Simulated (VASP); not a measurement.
## B: single point with LDA

Crystal: B.

```xyz
12
Lattice="2.4204 1.3974 4.1311 -2.4204 1.3974 4.1311 0.0000 -2.7948 4.1311" Properties=species:S:1:pos:R:3 pbc="T T T"
B    -1.5583    0.8997    2.7895
B     0.0000   -1.7994    2.7895
B     1.5583    0.8997    2.7895
B    -1.5583   -0.8997    9.6038
B     1.5583   -0.8997    9.6038
B     0.0000    1.7994    9.6038
B    -0.9888    0.5709    4.4325
B     0.0000   -1.1417    4.4325
B     0.9888    0.5709    4.4325
B    -0.9888   -0.5709    7.9609
B     0.9888   -0.5709    7.9609
B     0.0000    1.1417    7.9609
```

* Program: VASP 6.6.1
* Task: single point
* Functional: LDA
* Potentials or basis: VASP PAW LDA potentials, release 64 (B)
* Cutoff: 520 eV
* k mesh: 9 × 9 × 9
* Occupations: gaussian, width 0.02 eV
* Spin: no spin polarisation

```json
{"Pressure": "0.4 GPa", "Largest force": "0.017 eV/Å", "Band gap on the k mesh": "1.38 eV, indirect (least direct gap 1.72 eV)"}
```

Forces on the atoms (eV/Å):
```
B    0.012 -0.007 -0.010
B    0.000  0.014 -0.010
B   -0.012 -0.007 -0.010
B    0.012  0.007  0.010
B   -0.012  0.007  0.010
B    0.000 -0.014  0.010
B    0.013 -0.008  0.005
B    0.000  0.015  0.005
B   -0.013 -0.008  0.005
B    0.013  0.008 -0.005
B   -0.013  0.008 -0.005
B    0.000 -0.015 -0.005
```

Levels at points of the mesh, in eV from the valence-band top:
```csv
k point,band 16,band 17,band 18,band 19,band 20,band 21
"(0.00, 0.00, 0.00)",-0.78,-0.78,-0.35,1.38,4.68,4.68
```

It took 7 min on 1 thread of Intel Xeon 6975P-C, with other jobs on the host, peak memory 0.28 GiB.

A k mesh can miss the band edges. A hybrid or GW would open this gap; LDA tends to underestimate it.
